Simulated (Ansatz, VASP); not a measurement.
## One calculation of Ti, two programs

INCAR

```
SYSTEM = Ti
ALGO = Normal ; EDIFF = 1E-6
ENCUT = 520 ; GGA = PS
ISIF = 2 ; ISMEAR = 0
LASPH = .True. ; LCHARG = .True.
LELF = .True. ; LREAL = .False.
LVHAR = .True. ; LWAVE = .False.
NBANDS = 12 ; NELM = 60
PREC = Accurate ; SIGMA = 0.15
```

KPOINTS

```
k-points
0
Gamma
  20 20 20
  0 0 0
```

POSCAR

```
Ti
1.0
    0.0000000000      2.0300000000      1.9285000000
    2.0300000000      0.0000000000      1.9285000000
    2.0300000000      2.0300000000      0.0000000000
Ti
1
Direct
    0.0000000000      0.0000000000      0.0000000000
```

Input for Ansatz:

```yaml
crystal:
  lattice:
    - [0.0, 2.03, 1.9285]
    - [2.03, 0.0, 1.9285]
    - [2.03, 2.03, 0.0]
  atoms:
    - { symbol: Ti, position: [0.0, 0.0, 0.0] }
basis:
  ecutwfc: 420
kpoints:
  mp_grid: { grid: [20, 20, 20] }
hamiltonian:
  xc: pbesol
scf:
  occupations: { method: gaussian, width: 0.15 }
output:
  forces: true
  stress: true
  eigenvalues: true
```

Change from the starting cell: strain +0.000 along x and y, -0.050 along z, atoms carried along.

Alike in both runs: task single point; functional PBEsol; k mesh 20 × 20 × 20; occupations gaussian, width 0.15 eV; no spin polarisation.

|  | VASP | Ansatz |
| --- | --- | --- |
| version | VASP 6.6.1 | Ansatz 0.2.0 |
| potentials or method | VASP PAW PBE potentials, release 64 (Ti_sv), cutoff 520 eV | scalar-relativistic, plane waves, PAW |
| valence electrons in the cell | 12 | 12 |

```csv
,VASP,Ansatz,Ansatz less VASP
gap on the k mesh at the Fermi level (eV),none,none,-
pressure (GPa),5.7,6.0,+0.36
"traceless stress, the component that is largest in VASP (GPa)",1.14,1.13,-0.012
```

VASP's potentials were made for PBE, not for PBEsol. A gap of «none» marks a metal or a gap that the smearing closes.
